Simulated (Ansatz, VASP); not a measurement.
**MgSi2N2 in VASP and in Ansatz**

```
Mg Si N
1.0
     3.03745    1.75367    3.47701
    -3.03745    1.75367    3.47701
     0.00000   -3.50734    3.47701
Mg Si N
1 2 2
Direct
  0.00000 0.00000 0.00000
  0.66060 0.66060 0.66060
  0.33940 0.33940 0.33940
  0.18687 0.18687 0.18687
  0.81313 0.81313 0.81313
```

Alike in both runs: task relaxation of cell and atoms; functional PBE; k mesh 6 × 6 × 6; occupations gaussian, width 0.02 eV; no spin polarisation.

|  | VASP | Ansatz |
| --- | --- | --- |
| version | VASP 6.6.1 | Ansatz 0.2.0 |
| potentials or method | VASP PAW PBE potentials, release 64 (Mg, Si, N), cutoff 600 eV | scalar-relativistic, plane waves, PAW |
| valence electrons in the cell | 20 | 28 |

|  | VASP | Ansatz | Ansatz less VASP |
| --- | --- | --- | --- |
| gap on the k mesh at the Fermi level, each at its own relaxed structure (eV) | 1.83 | 1.82 | -0.011 |
| relaxed volume (Å³/atom) | 22.20 | 22.23 | +0.030 |
| relaxed length of the cell vector where the two differ most in proportion (Å) | 4.937 | 4.939 | +0.0019 |

VASP's potentials hold 20 valence electrons a cell and Ansatz's 28, so a difference there can come from the potentials and not from the codes.
